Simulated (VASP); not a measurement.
Here is a VASP 6.6.1 calculation.

File INCAR:

```
SYSTEM = BN
ALGO     = Normal         ! electronic algorithm
EDIFF    = 1E-6           ! SCF threshold, eV
ENCUT    = 520            ! plane-wave cutoff, eV
GGA      = PE             ! functional
ISIF     = 2              ! what is computed and relaxed
ISMEAR   = 0              ! smearing method
LASPH    = .TRUE.         ! aspherical terms in the spheres
LCHARG   = .FALSE.        ! write CHGCAR
LREAL    = .FALSE.        ! projectors in reciprocal space
LWAVE    = .FALSE.        ! write WAVECAR
NBANDS   = 11             ! bands
NELM     = 60             ! most SCF steps
PREC     = Accurate       ! precision mode
SIGMA    = 0.01           ! smearing width, eV
```

Contents of KPOINTS:

```
k-points
0
G
  10 10 10
  0 0 0
```

The input POSCAR:

```
BN
1.0
    0.0000000000      1.8224386940      1.8224386940
    1.8224386940      0.0000000000      1.8224386940
    1.8224386940      1.8224386940      0.0000000000
B N
1 1
Direct
    0.0000000000      0.0000000000      0.0000000000
    0.2500000000      0.2500000000      0.2500000000
```

Potentials or basis: VASP PAW PBE potentials, release 64 (B, N).

The run is started by

```bash
$ cat potpaw_PBE.64/B/POTCAR potpaw_PBE.64/N/POTCAR > POTCAR
$ mpirun -np 1 vasp_std > vasp.out
```

Question: What does it give for the pressure?

Answer: -5.8 GPa.

Question: Estimate the band gap on the k mesh.

Answer: 4.43 eV, indirect (least direct gap 8.70 eV).

A k mesh can miss the band edges.
